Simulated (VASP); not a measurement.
# MgI2 (Immm) in VASP: single point with HSE06

Aim: the single point of MgI2 with HSE06.

All numbers are computed with VASP 6.6.1; they aren't measurements. Logs are shortened: lines on timing, memory, paths and dates and some standing lists are left out, and cuts for length are marked.

## Step 1: The cell of the first run

Symmetry: Immm, No. 71, orthorhombic system. The conventional cell has a = 5.244 Å, b = 5.379 Å, c = 7.511 Å, α = 90.00°, β = 90.00°, γ = 90.00°. Within 4.2 Å of Mg (site symmetry mmm) lie 8 I at 3.22 to 3.28 Å. I (site symmetry mm2) has 4 Mg at 3.22 to 3.28 Å and 6 I at 3.74 to 3.77 Å within 4.2 Å.

## Step 2: Single point, HSE06 (shear xy strain +2.5%)

POSCAR reads:

```
MgI2
1.0
    0.0475098654      3.7557205885      3.7557205885
    3.7557205885      0.0475098654      3.7557205885
    3.8032304539      3.8032304539      0.0000000000
Mg I
1 2
Direct
    0.0000000000      0.0000000000      0.0000000000
    0.2510504937      0.2510504937      0.2489495063
    0.7489495063      0.7489495063      0.7510504937
```

INCAR.step1 reads:

```
SYSTEM = MgI2
  PREC = Accurate
  ENCUT = 520
  EDIFF = 1E-5
  ISMEAR = 0
  SIGMA = 0.01
  LREAL = .FALSE.
  LASPH = .TRUE.
  NELM = 60
  ALGO = Normal
  ISIF = 2
  LWAVE = .TRUE.
  NBANDS = 15
  GGA = PE
```

INCAR.step2 reads:

```
SYSTEM = MgI2
  PREC = Accurate
  ENCUT = 520
  EDIFF = 1E-6
  ISMEAR = 0
  SIGMA = 0.01
  LREAL = .FALSE.
  LASPH = .TRUE.
  NELM = 60
  ALGO = Normal
  ISIF = 2
  LWAVE = .FALSE.
  LCHARG = .TRUE.
  GGA = PE
  LHFCALC = .TRUE.
  HFSCREEN = 0.2079
  PRECFOCK = Normal
  LELF = .TRUE.
  LVHAR = .TRUE.
  NBANDS = 15
  ISTART = 1
```

KPOINTS reads:

```
regular mesh
0
G
  4 4 4
  0 0 0
```

Potentials or basis: VASP PAW PBE potentials, release 64 (Mg, I).

Command:

```
> cat potpaw_PBE.64/Mg/POTCAR potpaw_PBE.64/I/POTCAR > POTCAR
> cp INCAR.step1 INCAR
> mpirun -np 1 vasp_std > vasp.out
> cp INCAR.step2 INCAR
> mpirun -np 1 vasp_std > vasp.out
```

OUTCAR:

```text
SYSTEM = MgI2
   PREC = Accurate
   ENCUT = 520
   EDIFF = 1E-6
   ISMEAR = 0
   LREAL = .FALSE.
   LASPH = .TRUE.
   NELM = 60
   ISIF = 2
   GGA = PE
   LHFCALC = .TRUE.
   HFSCREEN = 0.2079
   PRECFOCK = Normal
   ISTART = 1

 ion  position               nearest neighbor table
   1  0.000  0.000  0.000-   3 3.22   3 3.22   2 3.22   2 3.22   3 3.28   2 3.28   3 3.28   2 3.28

   2  0.251  0.251  0.249-   1 3.22   1 3.22   1 3.28   1 3.28
   3  0.749  0.749  0.751-   1 3.22   1 3.22   1 3.28   1 3.28

  LATTYP: Found a body centered orthorhombic cell.
 ALAT       =     5.2442018967
 B/A-ratio  =     1.0256241454
 C/A-ratio  =     1.4323325694

  Lattice vectors:

 A1 = (   3.7557205885,   0.0475098654,  -3.7557205885)
 A2 = (  -3.7557205885,  -0.0475098654,  -3.7557205885)
 A3 = (   0.0475098654,   3.7557205885,   3.7557205885)

Analysis of symmetry for initial positions (statically):
=====================================================================
 Subroutine PRICEL returns:
 Original cell was already a primitive cell.

 Routine SETGRP: Setting up the symmetry group for a
 body centered orthorhombic supercell.

 Subroutine GETGRP returns: Found  8 space group operations
 (whereof  8 operations were pure point group operations)
 out of a pool of  8 trial point group operations.

The static configuration has the point symmetry D_2h.

Analysis of symmetry for dynamics (positions and initial velocities):
=====================================================================
 Subroutine PRICEL returns:
 Original cell was already a primitive cell.

 Routine SETGRP: Setting up the symmetry group for a
 body centered orthorhombic supercell.

 Subroutine GETGRP returns: Found  8 space group operations
 (whereof  8 operations were pure point group operations)
 out of a pool of  8 trial point group operations.

The dynamic configuration has the point symmetry D_2h.

 Subroutine INISYM returns: Found  8 space group operations
 (whereof  8 operations are pure point group operations),
 and found     1 'primitive' translations

----------------------------------------------------------------------------------------

                                     Primitive cell

  volume of cell :     105.9352

  direct lattice vectors                    reciprocal lattice vectors
     0.047509865  3.755720589  3.755720589    -0.134835919  0.134835919  0.133130244
     3.755720589  0.047509865  3.755720589     0.134835919 -0.134835919  0.133130244
     3.803230454  3.803230454  0.000000000     0.131467185  0.131467185 -0.133130244

  length of vectors
     5.311603474  5.311603474  5.378580089     0.232562061  0.232562061  0.228672043

  position of ions in fractional coordinates (direct lattice)
     0.000000000  0.000000000  0.000000000
     0.251050494  0.251050494  0.248949506
     0.748949506  0.748949506  0.751050494

  ion indices of the primitive-cell ions
   primitive index   ion index
                 1           1
                 2           2
                 3           3

----------------------------------------------------------------------------------------

 KPOINTS: regular mesh

Automatic generation of k-mesh.
 Grid dimensions read from file:
 generate k-points for:    4    4    4

 Generating k-lattice:

  Cartesian coordinates                     Fractional coordinates (reciprocal lattice)
    -0.033708980  0.033708980  0.033282561     0.250000000  0.000000000  0.000000000
     0.033708980 -0.033708980  0.033282561     0.000000000  0.250000000  0.000000000
     0.032866796  0.032866796 -0.033282561     0.000000000  0.000000000  0.250000000

  Length of vectors
     0.058140515  0.058140515  0.057168011

  Shift w.r.t. Gamma in fractional coordinates (k-lattice)
     0.000000000  0.000000000  0.000000000

 Subroutine IBZKPT returns following result:
 ===========================================

 Found     18 irreducible k-points:

 Following reciprocal coordinates:
            Coordinates               Weight
  0.000000  0.000000  0.000000      1.000000
  0.250000 -0.000000  0.000000      4.000000
  0.500000 -0.000000  0.000000      2.000000
  0.250000  0.250000  0.000000      2.000000
  0.500000  0.250000  0.000000      4.000000
 -0.250000  0.250000  0.000000      2.000000
[... 10 lines left out ...]
  0.250000  0.250000  0.500000      2.000000
 -0.250000  0.250000  0.500000      2.000000
   k-points           NKPTS =     18   k-points in BZ     NKDIM =     64   number of bands    NBANDS=     15
   number of dos      NEDOS =    301   number of ions     NIONS =      3
   total plane-waves  NPLWV =  64000
   dimension x,y,z NGX =    40 NGY =   40 NGZ =   40
   dimension x,y,z NGXF=    80 NGYF=   80 NGZF=   80
   ions per type =               1   2
   NGX,Y,Z   is equivalent  to a cutoff of  12.52, 12.52, 12.36 a.u.
   NGXF,Y,Z  is equivalent  to a cutoff of  25.04, 25.04, 24.73 a.u.
 SYSTEM =  MgI2
   PREC   = accura    normal or accurate (medium, high low for compatibility)
   ISTART =      1    job   : 0-new  1-cont  2-samecut
   ICHARG =      0    charge: 1-file 2-atom 10-const
   ISPIN  =      1    spin polarized calculation?
   LNONCOLLINEAR =      F non collinear calculations
   LSORBIT =      F    spin-orbit coupling
   LASPH  =      T    aspherical Exc in radial PAW
   ENCUT  =  520.0 eV  38.22 Ry    6.18 a.u.   9.88  9.88 10.00*2*pi/ulx,y,z
   NELM   =     60;   NELMIN=  2; NELMDL=  0     # of ELM steps
   EDIFF  = 0.1E-05   stopping-criterion for ELM
   LREAL  =      F    real-space projection
   EDIFFG = 0.1E-04   stopping-criterion for IOM
   NSW    =      0    number of steps for IOM
   IBRION =     -1    ionic relax: 0-MD 1-quasi-New 2-CG
   NFREE  =      0    steps in history (QN), initial steepest desc. (CG)
   ISIF   =      2    stress and relaxation
   ISYM   =      3    0-nonsym 1-usesym 2-fastsym
   POTIM  = 0.5000    time-step for ionic-motion
   TEBEG  =    0.0;   TEEND  =   0.0 temperature during run
   PSTRESS=    0.0 pullay stress
   NELECT =      16.0000    total number of electrons
   NUPDOWN=      -1.0000    fix difference up-down
   EMIN   =  10.00;   EMAX   =-10.00  energy-range for DOS
   EFERMI =   0.00;   METHOD = LEGACY
   ISMEAR =     0;   SIGMA  =   0.01  broadening in eV -4-tet -1-fermi 0-gaus
   EFERMI_NEDOS =   21; number of points for ismear=-14 and -15
   IALGO  =     38    algorithm
   IMIX   =      1    mixing-type and parameters
     AMIX     =   0.40;   BMIX     =  1.00
     AMIX_MAG =   1.60;   BMIX_MAG =  1.00
  volume/ion in A,a.u.               =      35.31       238.30
  Fermi-wavevector in a.u.,A,eV,Ry     =   0.871836  1.647531 10.341758  0.760098
  Thomas-Fermi vector in A             =   1.991000
   LORBIT       =      0    0 simple, 1 ext, 2 COOP (PROOUT), +10 PAW based schemes
   GGA     = PE    functional components
   LHFCALC =     T    Hartree Fock is set to
   PRECFOCK=normal    Normal, Fast or Accurate (Low or Medium for compatibility)
   ENCUT4O =  -1.0   cutoff for four orbital integrals eV
   NKREDX  =     1    reduce k-point grid by
   NKREDY  =     1    reduce k-point grid by
   NKREDZ  =     1    reduce k-point grid by
   AEXX    =    0.2500 exact exchange contribution
   HFSCREEN=    0.2079 screening length (either q_TF or 0.3 A-1)
   HFSCREENC=   0.2079 screening length for correlation (either q_TF or 0.3 A-1)
   ENCUTFOCK=  -1.0 apply spherical cutoff to Coloumb kernel
   IVDW    =     0    specifies the selected vdW correction
   LEPSILON=     F    determine dielectric tensor
   LRPA    =     F    only Hartree local field effects (RPA)
 non-spin polarized calculation
 Gauss-broadening in eV      SIGMA  =   0.01
  energy-cutoff  :      520.00
  volume of cell :      105.94
 maximum number of plane-waves:      2862
  NGX = 30; NGY = 30; NGZ = 32

 number of electron      16.0000000 magnetization

 Free energy of the ion-electron system (eV)
  ---------------------------------------------------
  ext. energy  EPLUGINS =         0.00000000
  ---------------------------------------------------
  free energy    TOTEN  =        -7.77687766 eV

  energy without entropy =       -7.77687766  energy(sigma->0) =       -7.77687766

 E-fermi :   2.7931     XC(G=0):  -6.8086

 val. band max:        2.7040616653   @ k =   0.5000   0.5000   0.0000
 cond. band min:       4.0804691275   @ k =   0.0000   0.0000   0.0000
 fundamental gap:      1.3764074622
 Fermi energy:         2.7930914003

 k-point     1 :       0.0000    0.0000    0.0000
  band No.  band energies     occupation
      1     -11.3580      2.00000
      2      -9.6213      2.00000
      3      -0.5450      2.00000
      4      -0.5100      2.00000
      5      -0.4645      2.00000
      6       1.4224      2.00000
      7       1.5024      2.00000
      8       1.5839      2.00000
      9       4.0805      0.00000
     10       6.5103      0.00000
     11       6.6266      0.00000
     12       6.7402      0.00000
     13       8.7514      0.00000
     14       8.7557      0.00000
     15      10.1760      0.00000

 k-point     2 :       0.2500   -0.0000    0.0000
  band No.  band energies     occupation
      1     -11.1132      2.00000
      2      -9.8839      2.00000
      3      -0.6398      2.00000
      4      -0.4044      2.00000
      5      -0.3807      2.00000
      6       0.4252      2.00000
      7       0.9664      2.00000
      8       1.0253      2.00000
      9       5.4642      0.00000
     10       7.2373      0.00000
     11       7.3975      0.00000
     12       7.5170      0.00000
     13       9.9571      0.00000
     14       9.9625      0.00000
     15      11.5031      0.00000

 k-point     3 :       0.5000   -0.0000    0.0000
  band No.  band energies     occupation
      1     -10.5125      2.00000
      2     -10.5019      2.00000
      3      -0.9423      2.00000
      4      -0.0646      2.00000
      5      -0.0100      2.00000
      6       0.0087      2.00000
      7       0.2529      2.00000
      8       0.3006      2.00000
      9       6.2583      0.00000
     10       8.6580      0.00000
     11       8.8618      0.00000
     12       9.5926      0.00000
     13      10.2271      0.00000
     14      10.3410      0.00000
     15      10.8440      0.00000

 k-point     4 :       0.2500    0.2500    0.0000
  band No.  band energies     occupation
      1     -11.0650      2.00000
      2      -9.9051      2.00000
      3      -1.0229      2.00000
      4      -0.9802      2.00000
      5      -0.9417      2.00000
      6       0.8573      2.00000
      7       1.7568      2.00000
      8       1.8963      2.00000
      9       4.8133      0.00000
     10       6.6679      0.00000
     11       8.0810      0.00000
     12       8.2723      0.00000
     13       9.3551      0.00000
     14      10.7804      0.00000
     15      11.9385      0.00000
[... 199 lines left out ...]
 k-point    16 :       0.5000   -0.0000    0.5000
  band No.  band energies     occupation
      1     -10.7213      2.00000
      2     -10.1530      2.00000
      3      -2.5268      2.00000
      4      -1.3627      2.00000
      5      -1.3622      2.00000
      6       2.1538      2.00000
      7       2.1625      2.00000
      8       2.7007      2.00000
      9       4.5184      0.00000
     10       7.6731      0.00000
     11      10.1501      0.00000
     12      10.1671      0.00000
     13      10.1758      0.00000
     14      10.5467      0.00000
     15      10.9075      0.00000

 k-point    17 :       0.2500    0.2500    0.5000
  band No.  band energies     occupation
      1     -10.7906      2.00000
      2     -10.2035      2.00000
      3      -1.6705      2.00000
      4      -0.5501      2.00000
      5      -0.2317      2.00000
      6       0.3504      2.00000
      7       0.5779      2.00000
      8       2.1094      2.00000
      9       5.6833      0.00000
     10       7.8642      0.00000
     11       8.2703      0.00000
     12       9.0436      0.00000
     13       9.1270      0.00000
     14      11.6316      0.00000
     15      11.8433      0.00000

 k-point    18 :      -0.2500    0.2500    0.5000
  band No.  band energies     occupation
      1     -10.4697      2.00000
      2     -10.4440      2.00000
      3      -2.3148      2.00000
      4      -1.6976      2.00000
      5       0.0401      2.00000
      6       0.1278      2.00000
      7       2.3368      2.00000
      8       2.4906      2.00000
      9       5.4282      0.00000
     10       7.6927      0.00000
     11       8.9239      0.00000
     12       9.2096      0.00000
     13      11.3531      0.00000
     14      11.4422      0.00000
     15      11.7681      0.00000

------------------------ aborting loop because EDIFF is reached ----------------------------------------

  FORCE on cell =-STRESS in cart. coord.  units (eV):
  Direction    XX          YY          ZZ          XY          YZ          ZX
  --------------------------------------------------------------------------------------
  -------------------------------------------------------------------------------------
  Total       -0.3744905     -0.3744905     -0.3586127      0.3226395      0.0000000      0.0000000
  in kB       -5.6638415     -5.6638415     -5.4237030      4.8796403      0.0000000      0.0000000
  external PRESSURE =      -5.5837953 kB  Pullay stress =       0.0000000 kB

 VOLUME and BASIS-vectors are now :
 -----------------------------------------------------------------------------
  energy-cutoff  :      520.00
  volume of cell :      105.94
      direct lattice vectors                 reciprocal lattice vectors
     0.047509865  3.755720589  3.755720589    -0.134835919  0.134835919  0.133130244
     3.755720589  0.047509865  3.755720589     0.134835919 -0.134835919  0.133130244
     3.803230454  3.803230454  0.000000000     0.131467185  0.131467185 -0.133130244

 POSITION                                       TOTAL-FORCE (eV/Angst)
 -----------------------------------------------------------------------------------
      0.00000      0.00000      0.00000         0.000000      0.000000     -0.000000
      1.90162      1.90162      1.88575         0.000000      0.000000      0.013355
      5.70485      5.70485      5.62569         0.000000      0.000000     -0.013355
 -----------------------------------------------------------------------------------
    total drift:                               -0.000004     -0.000005      0.000254

  FREE ENERGIE OF THE ION-ELECTRON SYSTEM (eV)
  ---------------------------------------------------
  free  energy   TOTEN  =        -7.7768776556 eV

  energy  without entropy=       -7.7768776556  energy(sigma->0) =       -7.77687766
```

It took 28 min on 1 thread of AMD EPYC 7R43 (Zen 3), shared host; peak memory 0.33 GiB.

What came out:

```
Free energy            : -7.7769 eV
Pressure               : -0.6 GPa
Largest force          : 0.013 eV/Å
Band gap on the k mesh : 1.38 eV (least direct gap 1.81 eV)
```

Forces on the atoms (eV/Å):
```
Mg   0.000  0.000  0.000
I    0.000  0.000  0.013
I    0.000  0.000 -0.013
```

Stress tensor (GPa, compression positive):
```
-0.57  0.49  0.00
 0.49 -0.57  0.00
 0.00  0.00 -0.54
```

Levels at points of the mesh, in eV from the valence-band top:
| k point | band 4 | band 5 | band 6 | band 7 | band 8 | band 9 | band 10 | band 11 | band 12 | band 13 |
| --- | --- | --- | --- | --- | --- | --- | --- | --- | --- | --- |
| (0.00, 0.00, 0.00) | -3.21 | -3.17 | -1.28 | -1.20 | -1.12 | 1.38 | 3.81 | 3.92 | 4.04 | 6.05 |
| (0.50, 0.00, 0.00) | -2.77 | -2.71 | -2.70 | -2.45 | -2.40 | 3.55 | 5.95 | 6.16 | 6.89 | 7.52 |
| (0.50, 0.50, 0.00) | -4.11 | -4.02 | -0.60 | -0.48 | 0.00 | 1.81 | 4.98 | 7.44 | 7.46 | 7.49 |
| (0.00, 0.00, 0.50) | -2.72 | -2.68 | -2.64 | -2.46 | -2.41 | 3.47 | 5.88 | 6.09 | 6.78 | 7.49 |
| (0.50, 0.00, 0.50) | -4.07 | -4.07 | -0.55 | -0.54 | 0.00 | 1.81 | 4.97 | 7.45 | 7.46 | 7.47 |

Caveat: the cell differs from its parent crystal (shear xy strain +2.5%); the PAW data sets were made with another functional, which shifts forces and pressure a little; spin-orbit coupling is left out, which moves the levels of the heavy elements.
